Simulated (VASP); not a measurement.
Rh2Au:

```
Rh Au
1.0
     0.00000    2.99501    0.00000
     2.99501    0.00000    0.00000
     1.49750    1.49750   -5.37918
Rh Au
2 1
Direct
  0.34000 0.34000 0.32000
  0.66000 0.66000 0.68000
  0.00000 0.00000 0.00000
```

| Item | Value |
| --- | --- |
| Program | VASP 6.6.1 |
| Task | relaxation of cell and atoms |
| Functional | PBE |
| Potentials or basis | VASP PAW PBE potentials, release 64 (Rh_pv, Au) |
| Cutoff | 600 eV |
| k mesh | 6 × 6 × 6 |
| Occupations | fermi-dirac, width 0.1 eV |
| Spin | no spin polarisation |

At the start: pressure -6.1 GPa; volume 16.08 Å³/atom.

**Question.** Where does the relaxation end?

**Answer.** Over 12 steps the energy falls by 197.6 meV/atom and the volume is 15.41 Å³/atom (-4.2 %); space group I4/mmm (No. 139, to 0.05 Å).

Step by step:
| step | energy change (eV) | largest force (eV/Å) | pressure (GPa) | volume (Å³) |
| --- | --- | --- | --- | --- |
| 1 | 0.0000 | 1.8632 | -6.11 | 48.25 |
| 2 | -0.2944 | 1.1795 | 10.45 | 44.09 |
| 3 | -0.2944 | 1.1836 | 10.39 | 44.10 |
| 4 | -0.4585 | 0.0701 | 7.33 | 44.70 |
| 5 | -0.4801 | 0.5801 | 6.78 | 45.02 |
| 6 | -0.5353 | 0.1105 | -2.48 | 46.87 |
| 7 | -0.5354 | 0.1282 | -2.15 | 46.79 |
| 8 | -0.5591 | 0.0358 | -1.63 | 46.60 |
| 9 | -0.5873 | 0.2346 | 0.14 | 46.07 |
| 10 | -0.5874 | 0.2530 | 0.28 | 46.03 |
| 11 | -0.5911 | 0.1450 | 0.14 | 46.12 |
| 12 | -0.5927 | 0.0086 | 0.01 | 46.22 |

Final structure:
```yaml
crystal:
  lattice:
    - [0.00000, 2.79895, 0.00000]
    - [2.79895, 0.00000, 0.00000]
    - [1.39948, 1.39948, -5.89951]
  atoms:
    - { symbol: Rh, position: [0.32375, 0.32375, 0.35250] }
    - { symbol: Rh, position: [0.67625, 0.67625, 0.64750] }
    - { symbol: Au, position: [0.00000, 0.00000, 0.00000] }
```

Caveat: the k points lie up to 0.38 Å⁻¹ apart in the final cell.
